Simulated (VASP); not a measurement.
Runs of VASP 6.6.1 on InAs (pbe). The structure is that of space group F-43m (No. 216), or close to it. The cells are those of the table. 

```tsv
task	cell	k mesh	cutoff (eV)	smearing	gap on the mesh (eV)	pressure (GPa)	relaxed volume (Å³/atom)
relaxation of cell and atoms	relaxed from a = 4.375 Å, angles 60.0°, 2 atoms	12 × 12 × 12	600	fermi-dirac 0.15 eV	none	0.0	29.65
relaxation of cell and atoms	relaxed from a = 4.318 Å, angles 60.0°, 2 atoms	12 × 12 × 12	600	gaussian 0.1 eV	none	0.0	29.63
single point	a = 4.375 Å, angles 60.0°, 2 atoms	12 × 12 × 12	520	gaussian 0.1 eV	none	0.0	-
single point	a = 4.376 Å, angles 60.0°, 2 atoms	12 × 12 × 12	520	fermi-dirac 0.15 eV	none	0.0	-
single point	a = 4.318 Å, angles 60.0°, 2 atoms	6 × 6 × 6	520	gaussian 0.1 eV	none	(a)	-
```

Alike in all rows: level PBE; potentials or basis VASP PAW PBE potentials, release 64 (In_d, As); no spin polarisation.

Q: Estimate the missing entries.

A: (a) 2.2.

Caveats: spin-orbit coupling is left out, which moves the levels of the heavy elements.

A k mesh can miss the band edges, and the runs leave out spin-orbit coupling on As, In.

A gap of «none» marks levels without a gap at the run's occupations.
